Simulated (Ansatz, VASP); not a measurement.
# One calculation of In3B2As, two programs

INCAR

```
SYSTEM = In3B2As
PREC = Accurate
ENCUT = 600
EDIFF = 1E-6
ISMEAR = 0
SIGMA = 0.1
LREAL = .FALSE.
LASPH = .TRUE.
NELM = 100
ALGO = Normal
ISIF = 3
LWAVE = .FALSE.
LCHARG = .FALSE.
GGA = PE
IBRION = 2
NSW = 90
EDIFFG = -0.04
```

KPOINTS

```
regular mesh
0
G
  6 6 4
  0 0 0
```

POSCAR

```
In3B2As
1.0
    4.4774326300      0.0000000000      0.0000000000
   -2.2387163100      3.8775704000      0.0000000000
    0.0000000000      0.0000000000      6.3824426100
In B As
3 2 1
Direct
    0.3333333300      0.6666666700      0.5000000000
    0.6666666700      0.3333333300      0.5000000000
    0.0000000000      0.0000000000      0.0000000000
    0.3333333300      0.6666666700      0.0000000000
    0.6666666700      0.3333333300      0.0000000000
    0.0000000000      0.0000000000      0.5000000000
```

Input for Ansatz:

```yaml
crystal:
  lattice:
    - [4.47743263, 0.0, 0.0]
    - [-2.23871631, 3.8775704, 0.0]
    - [0.0, 0.0, 6.38244261]
  atoms:
    - { symbol: In, position: [0.33333333, 0.66666667, 0.5] }
    - { symbol: In, position: [0.66666667, 0.33333333, 0.5] }
    - { symbol: In, position: [0.0, 0.0, 0.0] }
    - { symbol: B, position: [0.33333333, 0.66666667, 0.0] }
    - { symbol: B, position: [0.66666667, 0.33333333, 0.0] }
    - { symbol: As, position: [0.0, 0.0, 0.5] }
basis:
  ecutwfc: 420
kpoints:
  mp_grid: { grid: [6, 6, 4] }
hamiltonian:
  xc: pbe
scf:
  occupations: { method: gaussian, width: 0.1 }
  lower_state_search: "off"
output:
  forces: true
  stress: true
  eigenvalues: true
relax:
  adjacent_minimum: "off"
  f_tol: 0.04
  max_steps: 70
  cell: { stress_tol: 0.4 }
```

Alike in both runs: task relaxation of cell and atoms; functional PBE; k mesh 6 × 6 × 4; occupations gaussian, width 0.1 eV; no spin polarisation.

|  | VASP | Ansatz |
| --- | --- | --- |
| version | VASP 6.6.1 | Ansatz 0.2.0 |
| potentials or method | VASP PAW PBE potentials, release 64 (In_d, B, As), cutoff 600 eV | scalar-relativistic, plane waves, PAW |
| valence electrons in the cell | 50 | 60 |

```tsv
	VASP	Ansatz	Ansatz less VASP
gap on the k mesh at the Fermi level, each at its own relaxed structure (eV)	none	none	-
relaxed volume (Å³/atom)	19.42	19.31	-0.112
relaxed cell length with the largest relative difference (Å)	5.079	5.063	-0.0160
```

A gap of «none» marks a metal or a gap that the smearing closes. VASP's potentials hold 50 valence electrons a cell and Ansatz's 60, so a difference there can come from the potentials and not from the codes.
